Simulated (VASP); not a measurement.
TaN: electric field gradients with PBEsol

TaN:

```
Ta N
1.0
     3.13944    0.00000    0.00000
    -1.56972    2.71884    0.00000
     0.00000    0.00000    4.91800
Ta N
2 2
Direct
  0.00000 0.00000 0.00000
  0.00000 0.00000 0.50000
  0.33333 0.66667 0.25000
  0.66667 0.33333 0.75000
```

This cell differs from its parent crystal: equal xx and yy strain of +3 %.

```yaml
Program: VASP 6.6.1
Task: electric field gradients
Functional: PBEsol
Potentials_or_basis: VASP PAW PBE potentials, release 64 (Ta_pv, N)
Cutoff: 520 eV
k_mesh: 9 × 9 × 5
Occupations: fermi-dirac, width 0.01 eV
Spin: no spin polarisation
Dipole_correction: no
Further_INCAR_settings: ALGO = Normal; EDIFF = 1e-08; NBANDS = 24
```

```
Pressure               : 25.8 GPa
Band gap on the k mesh : zero (band 16 reaches 9.93 eV, above the bottom of band 17 at 7.07 eV)
```

Stress tensor (GPa, compression positive):
```
 0.41  0.00  0.00
 0.00  0.41  0.00
 0.00  0.00 76.65
```

Levels at points of the mesh, in eV from the Fermi level:
| k point | band 12 | band 13 | band 14 | band 15 | band 16 | band 17 | band 18 | band 19 | band 20 | band 21 |
| --- | --- | --- | --- | --- | --- | --- | --- | --- | --- | --- |
| (0.00, 0.00, 0.00) | -5.05 | -3.50 | -3.50 | -3.35 | -1.99 | -1.99 | -0.53 | -0.53 | 2.29 | 4.09 |

Electric field gradients, principal values (V/Å²):
```tsv
atom	least	middle	greatest (by size)
1 Ta	89.219	89.219	-178.438
2 Ta	89.219	89.219	-178.438
3 N	-2.530	-2.531	5.061
4 N	-2.530	-2.531	5.061
```

It took 29 s on 1 thread of Intel(R) Xeon(R) Platinum 8375C CPU @ 2.90GHz (Ice Lake), on a shared host, peak memory 0.17 GiB.

Caveat: the cell differs from its parent crystal (equal xx and yy strain of +3 %); without QUAD_EFG the Cq values of the log hold for a quadrupole moment of 1 mb, not for the nuclei; the PAW data sets were made with another functional, which shifts forces and pressure a little; spin-orbit coupling is left out, which moves the levels of the heavy elements.
